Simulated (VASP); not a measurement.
Here is a VASP 6.6.1 calculation.

INCAR

```
SYSTEM = CuO
PREC = Accurate ; ENCUT = 600
EDIFF = 1E-6 ; ISMEAR = -1
SIGMA = 0.05 ; LREAL = .False.
LASPH = .True. ; NELM = 150
ALGO = Fast ; ISIF = 3
LWAVE = .False. ; LCHARG = .False.
LMAXMIX = 4 ; LDAU = .True.
LDAUTYPE = 2 ; LDAUL = 2 -1
LDAUU = 2 0 ; LDAUJ = 0 0
LDAUPRINT = 1 ; GGA = PS
IBRION = 2 ; NSW = 60
EDIFFG = -0.01
```

KPOINTS

```
regular mesh
0
Gamma
  9 9 5
  0 0 0
```

Contents of POSCAR:

```
CuO
1.0
    2.8795009639      0.0000000000      0.0000000000
    0.0390727580      2.8792794796      0.0000000000
    0.0174953863      0.0172449008      5.1763391994
Cu O
2 2
Direct
    0.0000000000      0.5000000000      0.0000000000
    0.5000000000      0.0000000000      0.5000000000
    0.9984239700      0.0016717800      0.7498871000
    0.0015760300      0.9983282200      0.2501129000
```

Potentials or basis: VASP PAW PBE potentials, release 64 (Cu, O).

The run is started by

```sh
$ cat potpaw_PBE.64/Cu/POTCAR potpaw_PBE.64/O/POTCAR > POTCAR
$ mpirun -np 1 vasp_std > vasp.out
```

Q: Estimate the relaxed cell.

A: a = 2.885 Å, b = 2.886 Å, c = 5.093 Å, α = 89.80°, β = 89.81°, γ = 89.28°.

Q: Predict the band gap on the k mesh.

A: Zero (bands 17 and 18 overlap by 1.01 eV).

Stress tensor (GPa, compression positive):
```
 0.13 -0.06 -0.01
-0.06  0.15 -0.02
-0.01 -0.02  0.07
```

Caveat: the PAW data sets were made with another functional, which shifts forces and pressure a little; U without spin polarisation on a metal has little footing.
